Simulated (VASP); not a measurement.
# Mo (P6/mmm) in VASP: single point with r2SCAN

Aim: the single point of Mo with r2SCAN.

All numbers are computed with VASP 6.6.1; they aren't measurements. Logs are shortened: lines on timing, memory, paths and dates and some standing lists are left out, and cuts for length are marked.

### Step 1. The cell of the first run

Symmetry: P6/mmm, No. 191, hexagonal system. The conventional cell has a = 2.749 Å, b = 2.749 Å, c = 14.636 Å, α = 90.00°, β = 90.00°, γ = 120.00°. Mo (site symmetry 6mm) has 7 Mo at 2.53 to 2.75 Å within 3.3 Å. Within 3.3 Å of Mo (site symmetry 6mm) lie 8 Mo at 2.53 to 2.75 Å.

This isn't the form of Mo at room conditions, which is bcc.

### Step 2. Single point, r2SCAN (the distance across one plane changed)

File POSCAR:

```
Mo
1.0
   -2.7488179299      0.0000000000      0.0000000000
   -1.3744089650     -2.3805461577      0.0000000000
    0.0000000000      0.0000000000     14.6356021769
Mo
4
Direct
    0.0000000000      1.0000000000      0.6059642642
    0.0000000000      1.0000000000      0.0865663235
    0.0000000000      1.0000000000      0.2596989704
    0.0000000000      1.0000000000      0.4328316173
```

File INCAR.step1:

```
PREC = Accurate
ENCUT = 520
ISMEAR = 0
SIGMA = 0.15
LREAL = F
LASPH = T
NELM = 60
NBANDS = 36
GGA = PE
ALGO = Normal
EDIFF = 1E-4
LWAVE = T
LCHARG = F
KPAR = 4
```

File INCAR.step2:

```
PREC = Accurate
ENCUT = 520
EDIFF = 1E-6
ISMEAR = 0
SIGMA = 0.15
LREAL = F
LASPH = T
NELM = 60
ALGO = Normal
ISIF = 2
LWAVE = F
LCHARG = F
METAGGA = R2SCAN
LMIXTAU = T
NBANDS = 36
ISTART = 1
KPAR = 4
```

File KPOINTS:

```
Automatic mesh
0
Gamma
  24 24 6
```

Potentials or basis: VASP PAW PBE potentials, release 64 (Mo_sv).

Command:

```
$ cat potpaw_PBE.64/Mo_sv/POTCAR > POTCAR
$ cp INCAR.step1 INCAR
$ mpirun -np 4 vasp_std > vasp.out
$ cp INCAR.step2 INCAR
$ mpirun -np 4 vasp_std > vasp.out
```

OUTCAR:

```text
PREC = Accurate
   ENCUT = 520
   EDIFF = 1E-6
   ISMEAR = 0
   LREAL = F
   LASPH = T
   NELM = 60
   ISIF = 2
   METAGGA = R2SCAN
   ISTART = 1

 ion  position               nearest neighbor table
   1  0.000  0.000  0.606-   4 2.53
   2  0.000  0.000  0.087-   3 2.53
   3  0.000  0.000  0.260-   2 2.53   4 2.53
   4  0.000  0.000  0.433-   1 2.53   3 2.53

  LATTYP: Found a hexagonal cell.
 ALAT       =     2.7488179299
 C/A-ratio  =     5.3243257829

  Lattice vectors:

 A1 = (   1.3744089650,   2.3805461577,   0.0000000000)
 A2 = (  -2.7488179299,   0.0000000000,   0.0000000000)
 A3 = (   0.0000000000,   0.0000000000,  14.6356021769)

Analysis of symmetry for initial positions (statically):
=====================================================================
 Subroutine PRICEL returns:
 Original cell was already a primitive cell.

 Routine SETGRP: Setting up the symmetry group for a
 hexagonal supercell.

 Subroutine GETGRP returns: Found 24 space group operations
 (whereof 12 operations were pure point group operations)
 out of a pool of 24 trial point group operations.

The static configuration has the point symmetry C_6v.
 The point group associated with its full space group is D_6h.

Analysis of symmetry for dynamics (positions and initial velocities):
=====================================================================
 Subroutine PRICEL returns:
 Original cell was already a primitive cell.

 Routine SETGRP: Setting up the symmetry group for a
 hexagonal supercell.

 Subroutine GETGRP returns: Found 24 space group operations
 (whereof 12 operations were pure point group operations)
 out of a pool of 24 trial point group operations.

The dynamic configuration has the point symmetry C_6v.
 The point group associated with its full space group is D_6h.

 Subroutine INISYM returns: Found 24 space group operations
 (whereof 12 operations are pure point group operations),
 and found     1 'primitive' translations

----------------------------------------------------------------------------------------

                                     Primitive cell

  volume of cell :      95.7708

  direct lattice vectors                    reciprocal lattice vectors
    -2.748817930  0.000000000  0.000000000    -0.363792738  0.210035835  0.000000000
    -1.374408965 -2.380546158  0.000000000     0.000000000 -0.420071670  0.000000000
     0.000000000  0.000000000 14.635602177     0.000000000  0.000000000  0.068326536

  length of vectors
     2.748817930  2.748817930 14.635602177     0.420071670  0.420071670  0.068326536

  position of ions in fractional coordinates (direct lattice)
     0.000000000  0.000000000  0.605964264
     0.000000000  0.000000000  0.086566324
     0.000000000  0.000000000  0.259698970
     0.000000000  0.000000000  0.432831617

  ion indices of the primitive-cell ions
   primitive index   ion index
                 1           1
                 2           2
                 3           3
                 4           4

----------------------------------------------------------------------------------------

 KPOINTS: Automatic mesh

Automatic generation of k-mesh.
 Grid dimensions read from file:
 generate k-points for:   24   24    6

 Generating k-lattice:

  Cartesian coordinates                     Fractional coordinates (reciprocal lattice)
    -0.015158031  0.008751493  0.000000000     0.041666667 -0.000000000  0.000000000
     0.000000000 -0.017502986  0.000000000     0.000000000  0.041666667  0.000000000
     0.000000000  0.000000000  0.011387756     0.000000000  0.000000000  0.166666667

  Length of vectors
     0.017502986  0.017502986  0.011387756

  Shift w.r.t. Gamma in fractional coordinates (k-lattice)
     0.000000000  0.000000000  0.000000000

 Subroutine IBZKPT returns following result:
 ===========================================

 Found    244 irreducible k-points:

 Following reciprocal coordinates:
            Coordinates               Weight
  0.000000  0.000000  0.000000      1.000000
  0.041667 -0.000000  0.000000      6.000000
  0.083333  0.000000  0.000000      6.000000
  0.125000 -0.000000  0.000000      6.000000
  0.166667  0.000000  0.000000      6.000000
  0.208333 -0.000000  0.000000      6.000000
[... 16 lines left out ...]
  0.458333  0.041667  0.000000     12.000000
  0.500000  0.041667  0.000000     12.000000
 [... further k-points ...]
   k-points           NKPTS =    244   k-points in BZ     NKDIM =    244   number of bands    NBANDS=     36
   number of dos      NEDOS =    301   number of ions     NIONS =      4
   total plane-waves  NPLWV =  44800
   dimension x,y,z NGX =    20 NGY =   20 NGZ =  112
   dimension x,y,z NGXF=    40 NGYF=   40 NGZF=  224
   ions per type =               4
   NGX,Y,Z   is equivalent  to a cutoff of  12.10, 12.10, 12.72 a.u.
   NGXF,Y,Z  is equivalent  to a cutoff of  24.19, 24.19, 25.44 a.u.
 SYSTEM =  unknown system
   PREC   = accura    normal or accurate (medium, high low for compatibility)
   ISTART =      1    job   : 0-new  1-cont  2-samecut
   ICHARG =      0    charge: 1-file 2-atom 10-const
   ISPIN  =      1    spin polarized calculation?
   LNONCOLLINEAR =      F non collinear calculations
   LSORBIT =      F    spin-orbit coupling
   LASPH  =      T    aspherical Exc in radial PAW
   ENCUT  =  520.0 eV  38.22 Ry    6.18 a.u.   5.11  5.11 27.21*2*pi/ulx,y,z
   NELM   =     60;   NELMIN=  2; NELMDL=  0     # of ELM steps
   EDIFF  = 0.1E-05   stopping-criterion for ELM
   LREAL  =      F    real-space projection
[... 7 lines left out ...]
   TEBEG  =    0.0;   TEEND  =   0.0 temperature during run
   PSTRESS=    0.0 pullay stress
   NELECT =      56.0000    total number of electrons
   NUPDOWN=      -1.0000    fix difference up-down
   EMIN   =  10.00;   EMAX   =-10.00  energy-range for DOS
   EFERMI =   0.00;   METHOD = LEGACY
   ISMEAR =     0;   SIGMA  =   0.15  broadening in eV -4-tet -1-fermi 0-gaus
   EFERMI_NEDOS =   21; number of points for ismear=-14 and -15
   IALGO  =     38    algorithm
   IMIX   =      4    mixing-type and parameters
     AMIX     =   0.40;   BMIX     =  1.00
     AMIX_MAG =   1.60;   BMIX_MAG =  1.00
  volume/ion in A,a.u.               =      23.94       161.57
  Fermi-wavevector in a.u.,A,eV,Ry     =   1.368967  2.586973 25.498295  1.874072
  Thomas-Fermi vector in A             =   2.494885
   LORBIT       =      0    0 simple, 1 ext, 2 COOP (PROOUT), +10 PAW based schemes
   METAGGA = R2SCAN    functional components
   LHFCALC =     F    Hartree Fock is set to
   AEXX    =    0.0000 exact exchange contribution
   IVDW    =     0    specifies the selected vdW correction
   LEPSILON=     F    determine dielectric tensor
   LRPA    =     F    only Hartree local field effects (RPA)
 non-spin polarized calculation
 Gauss-broadening in eV      SIGMA  =   0.15
  energy-cutoff  :      520.00
  volume of cell :       95.77
 maximum number of plane-waves:      2605
   NGX = 11   NGY = 11   NGZ = 55

 number of electron      56.0000013 magnetization

 Free energy of the ion-electron system (eV)
  ---------------------------------------------------
  ext. energy  EPLUGINS =         0.00000000
  ---------------------------------------------------
  free energy    TOTEN  =       -98.76218201 eV

  energy without entropy =      -98.69450988  energy(sigma->0) =      -98.72834594

 E-fermi :   6.3368     XC(G=0): -10.8753

 val. band max:        6.3364473563   @ k =  -0.4167   0.1667   0.1667
 cond. band min:       6.3368586908   @ k =  -0.4167   0.1667   0.0000
 fundamental gap:      0.0004113345
 Fermi energy:         6.3368350505

 k-point     1 :       0.0000    0.0000    0.0000
  band No.  band energies     occupation
      1     -56.5878      2.00000
      2     -56.4620      2.00000
      3     -56.3021      2.00000
      4     -56.2841      2.00000
      5     -30.6923      2.00000
      6     -30.1260      2.00000
[... 28 lines left out ...]
     35       7.5500      0.00000
     36       8.4928      0.00000

 k-point     2 :       0.0417   -0.0000    0.0000
  band No.  band energies     occupation
      1     -56.5839      2.00000
      2     -56.4581      2.00000
      3     -56.2983      2.00000
      4     -56.2804      2.00000
      5     -30.6880      2.00000
      6     -30.1222      2.00000
[... 28 lines left out ...]
     35       7.9318      0.00000
     36       8.4720      0.00000

 k-point     3 :       0.0833    0.0000    0.0000
  band No.  band energies     occupation
      1     -56.5724      2.00000
      2     -56.4469      2.00000
      3     -56.2872      2.00000
      4     -56.2693      2.00000
      5     -30.6752      2.00000
      6     -30.1108      2.00000
[... 28 lines left out ...]
     35       8.4119      0.00000
     36       8.5117      0.00000

 k-point     4 :       0.1250   -0.0000    0.0000
  band No.  band energies     occupation
      1     -56.5540      2.00000
      2     -56.4289      2.00000
      3     -56.2694      2.00000
      4     -56.2516      2.00000
      5     -30.6548      2.00000
      6     -30.0928      2.00000
[... 28 lines left out ...]
     35       8.3194      0.00000
     36       8.8841      0.00000

 k-point     5 :       0.1667    0.0000    0.0000
  band No.  band energies     occupation
      1     -56.5300      2.00000
      2     -56.4054      2.00000
      3     -56.2461      2.00000
      4     -56.2285      2.00000
      5     -30.6281      2.00000
      6     -30.0693      2.00000
[... 655 lines left out ...]
 k-point    22 :       0.4167    0.0417    0.0000
  band No.  band energies     occupation
      1     -56.3764      2.00000
      2     -56.2548      2.00000
      3     -56.0972      2.00000
      4     -56.0807      2.00000
      5     -30.4573      2.00000
      6     -30.4113      2.00000
[... 28 lines left out ...]
     35       9.7618      0.00000
     36      10.2905      0.00000

 k-point    23 :       0.4583    0.0417    0.0000
  band No.  band energies     occupation
      1     -56.3609      2.00000
      2     -56.2396      2.00000
      3     -56.0822      2.00000
      4     -56.0658      2.00000
      5     -30.4969      2.00000
      6     -30.4398      2.00000
[... 28 lines left out ...]
     35      10.3093      0.00000
     36      10.8157      0.00000

 k-point    24 :       0.5000    0.0417    0.0000
  band No.  band energies     occupation
      1     -56.3528      2.00000
      2     -56.2318      2.00000
      3     -56.0744      2.00000
      4     -56.0580      2.00000
      5     -30.5409      2.00000
      6     -30.4309      2.00000
[... 28 lines left out ...]
     35      10.7652      0.00000
     36      11.1356      0.00000

 [... further k-points ...]

------------------------ aborting loop because EDIFF is reached ----------------------------------------

  FORCE on cell =-STRESS in cart. coord.  units (eV):
  Direction    XX          YY          ZZ          XY          YZ          ZX
  --------------------------------------------------------------------------------------
  -------------------------------------------------------------------------------------
  Total       -2.2190199     -2.2190199     -0.5209895     -0.0000000      0.0000000      0.0000000
  in kB      -37.1226180    -37.1226180     -8.7157829     -0.0000000      0.0000000      0.0000000
  external PRESSURE =     -27.6536729 kB  Pullay stress =       0.0000000 kB

 VOLUME and BASIS-vectors are now :
 -----------------------------------------------------------------------------
  energy-cutoff  :      520.00
  volume of cell :       95.77
      direct lattice vectors                 reciprocal lattice vectors
    -2.748817930  0.000000000  0.000000000    -0.363792738  0.210035835  0.000000000
    -1.374408965 -2.380546158  0.000000000     0.000000000 -0.420071670  0.000000000
     0.000000000  0.000000000 14.635602177     0.000000000  0.000000000  0.068326536

 POSITION                                       TOTAL-FORCE (eV/Angst)
 -----------------------------------------------------------------------------------
      0.00000      0.00000      8.86865         0.000000     -0.000000     -0.293825
      0.00000      0.00000      1.26695        -0.000000      0.000000      0.293825
      0.00000      0.00000      3.80085        -0.000000      0.000000     -0.719131
      0.00000      0.00000      6.33475         0.000000      0.000000      0.719131
 -----------------------------------------------------------------------------------
    total drift:                                0.000000      0.000000     -0.000035

  FREE ENERGIE OF THE ION-ELECTRON SYSTEM (eV)
  ---------------------------------------------------
  free  energy   TOTEN  =       -98.7621820075 eV

  energy  without entropy=      -98.6945098757  energy(sigma->0) =      -98.72834594
```

Wall time 20 min (4 MPI ranks of Oxide Virtual Turin-like, shared host); peak memory 0.62 GiB.

Results:

* Free energy: -98.7622 eV
* Pressure: -2.8 GPa
* Largest force: 0.719 eV/Å
* Band gap on the k mesh: zero (bands 28 and 29 overlap by 1.48 eV)

Forces in eV/Å, atoms in the order of the input:
```
Mo   0.000  0.000 -0.294
Mo   0.000  0.000  0.294
Mo   0.000  0.000 -0.719
Mo   0.000  0.000  0.719
```

Caveat: the cell differs from its parent crystal (the distance across one plane changed); the PAW data sets were made with another functional, which shifts forces and pressure a little.
